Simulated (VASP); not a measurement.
Sb: relaxation of cell and atoms with LDA

Sb:

```
Sb
1.0
    -1.72500    1.72500    1.72500
     1.72500   -1.72500    1.72500
     1.72500    1.72500   -1.72500
Sb
1
Direct
  0.00000 0.00000 0.00000
```

```yaml
Program: VASP 6.6.1
Task: relaxation of cell and atoms
Functional: LDA
Potentials_or_basis: VASP PAW LDA potentials, release 64 (Sb)
Cutoff: 500 eV
k_mesh: 12 × 12 × 12
Occupations: methfessel-paxton, width 0.15 eV
Spin: no spin polarisation
Target_pressure: 8 GPa
Dipole_correction: no
Further_INCAR_settings: ALGO = Normal; EDIFF = 1e-07; IBRION = 2; EDIFFG = -0.01; NSW = 80; ISIF = 3
```

- Relaxed volume: 23.40 Å³/atom
- Relaxed cell: a = 3.121 Å, b = 3.121 Å, c = 3.121 Å, α = 109.47°, β = 109.47°, γ = 109.47°
- Space group after relaxing (to 0.05 Å): Im-3m (No. 229)
- Energy change on relaxing (the enthalpy is what falls): -296.6 meV/atom
- Ionic steps: 17
- Pressure after relaxing: 8.1 GPa

Step by step:
```csv
step,energy change (eV),largest force (eV/Å),pressure (GPa),volume (Å³)
1,0.0000,0.0000,26.85,20.53
2,-0.2814,0.0000,-6.33,28.58
3,-0.3055,0.0000,7.17,23.59
4,-0.2983,0.0000,7.89,23.43
5,-0.2953,0.0000,8.18,23.37
6,-0.2953,0.0000,8.17,23.37
7,-0.2954,0.0000,8.16,23.38
8,-0.2954,0.0000,8.16,23.38
9,-0.2954,0.0000,8.16,23.38
10,-0.2954,0.0000,8.16,23.38
11,-0.2954,0.0000,8.16,23.38
12,-0.2955,0.0000,8.16,23.38
13,-0.2955,0.0000,8.16,23.38
14,-0.2956,0.0000,8.15,23.38
15,-0.2957,0.0000,8.13,23.38
16,-0.2960,0.0000,8.11,23.39
17,-0.2966,0.0000,8.05,23.40
```

Final structure:
```xyz
1
Lattice="-1.8018 1.8018 1.8018 1.8018 -1.8018 1.8018 1.8018 1.8018 -1.8018" Properties=species:S:1:pos:R:3 pbc="T T T"
Sb    0.0000    0.0000    0.0000
```

Levels at points of the mesh, in eV from the Fermi level:
```csv
k point,band 1,band 2,band 3,band 4,band 5,band 6
"(0.00, 0.00, 0.00)",-14.07,6.54,6.54,6.54,10.77,10.77
"(0.50, 0.00, 0.00)",-9.16,-6.52,1.94,4.12,6.90,7.04
"(0.50, 0.50, 0.50)",-5.02,-2.37,-2.37,-2.37,2.71,2.71
```

Wall time 34 s on 1 thread of Intel Xeon 6975P-C, on a shared host, peak memory 0.14 GiB.

Caveat: the cell is relaxed towards a set pressure, so the enthalpy falls and the energy may rise; spin-orbit coupling is left out, which moves the levels of the heavy elements.
